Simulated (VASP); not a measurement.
# ZnS: electric field gradients with PBEsol

ZnS:

```xyz
4
Lattice="3.8110 -0.0381 -0.0381 -1.9385 3.3195 -0.0139 -0.0623 -0.0623 6.2340" Properties=species:S:1:pos:R:3 pbc="T T T"
Zn   -0.0220    2.2003   -0.0220
Zn    1.8633    1.0499    3.0869
S    -0.0460    2.1763    2.3781
S     1.8393    1.0259    5.4870
```

This cell differs from its parent crystal: equal xy, yz and zx shear strains of -2 %.

```json
{"Program": "VASP 6.6.1", "Task": "electric field gradients", "Functional": "PBEsol", "Potentials or basis": "VASP PAW PBE potentials, release 64 (Zn, S)", "Cutoff": "520 eV", "k mesh": "8 × 8 × 5", "Occupations": "fermi-dirac, width 0.03 eV", "Spin": "no spin polarisation", "Dipole correction": "no", "Further INCAR settings": "ALGO = Normal; EDIFF = 1e-08; NBANDS = 26"}
```

```json
{
 "Pressure": "-1.0 GPa",
 "Largest force": "0.398 eV/Å",
 "Band gap on the k mesh": "2.04 eV",
 "Largest electric field gradient by atom": "Zn +19.8; S -9.0, -7.8 V/Å²"
}
```

Forces in eV/Å, atoms in the order of the input:
```
Zn   0.193  0.084  0.316
Zn  -0.034  0.074  0.309
S    0.064 -0.075 -0.307
S   -0.224 -0.084 -0.318
```

Stress tensor (GPa, compression positive):
```
-0.40  1.18  0.74
 1.18 -0.42  0.74
 0.74  0.74 -2.29
```

Levels at points of the mesh, in eV from the valence-band top:
```tsv
k point	band 15	band 16	band 17	band 18	band 19	band 20	band 21	band 22
(0.00, 0.00, 0.00)	-0.90	-0.11	-0.11	0.00	2.04	2.82	6.05	6.25
(0.50, 0.00, 0.00)	-3.22	-2.44	-1.67	-1.13	3.30	4.02	4.99	6.87
(0.00, 0.50, 0.00)	-3.27	-2.34	-1.66	-1.06	3.42	4.10	4.98	6.99
(0.50, 0.50, 0.00)	-3.32	-2.25	-1.65	-0.98	3.55	4.17	4.99	7.11
```

Electric field gradients, principal values (V/Å²):
```csv
atom,least,middle,greatest (by size)
1 Zn,-1.388,-18.407,19.795
2 Zn,-6.148,-13.641,19.789
3 S,2.553,6.442,-8.995
4 S,1.876,5.903,-7.780
```

Wall time 4.2 min on 1 thread of Intel(R) Xeon(R) Platinum 8259CL CPU @ 2.50GHz (Skylake/Cascade Lake), with other jobs on the host, peak memory 0.38 GiB.

Caveat: the cell differs from its parent crystal (equal xy, yz and zx shear strains of -2 %); without QUAD_EFG the Cq values of the log hold for a quadrupole moment of 1 mb, not for the nuclei; the PAW data sets were made with another functional, which shifts forces and pressure a little.
